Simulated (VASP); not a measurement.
Here is a VASP 6.6.1 calculation.

The input INCAR:

```
ALGO = Normal
EDIFF = 1E-6
ENCUT = 520
GGA = PE
ISIF = 2
ISMEAR = -1
LASPH = T
LCHARG = F
LREAL = F
LWAVE = F
NBANDS = 18
NELM = 100
PREC = Accurate
SIGMA = 0.05
```

The input KPOINTS:

```
k-points
0
Gamma
  11 11 11
```

The input POSCAR:

```
ReBi
1.0
    3.2785588429      0.0000000000      0.0000000000
    0.0000000000      3.2785588429      0.0000000000
    0.0000000000      0.0000000000      3.2785588429
Re Bi
1 1
Direct
    0.0000000000      0.0000000000      0.0000000000
    0.5000000000      0.5000000000      0.5000000000
```

Potentials or basis: VASP PAW PBE potentials, release 64 (Re, Bi_d).

Command:

```console
$ cat potpaw_PBE.64/Re/POTCAR potpaw_PBE.64/Bi_d/POTCAR > POTCAR
$ mpirun -np 1 vasp_std > vasp.out
```

(1) What does it give for the band gap on the k mesh?

(2) What does it give for the pressure?

## Answers

(1) zero (band 11 reaches 12.58 eV, above the bottom of band 12 at 11.02 eV).

(2) 21.7 GPa.

Caveat: spin-orbit coupling is left out, which moves the levels of the heavy elements.
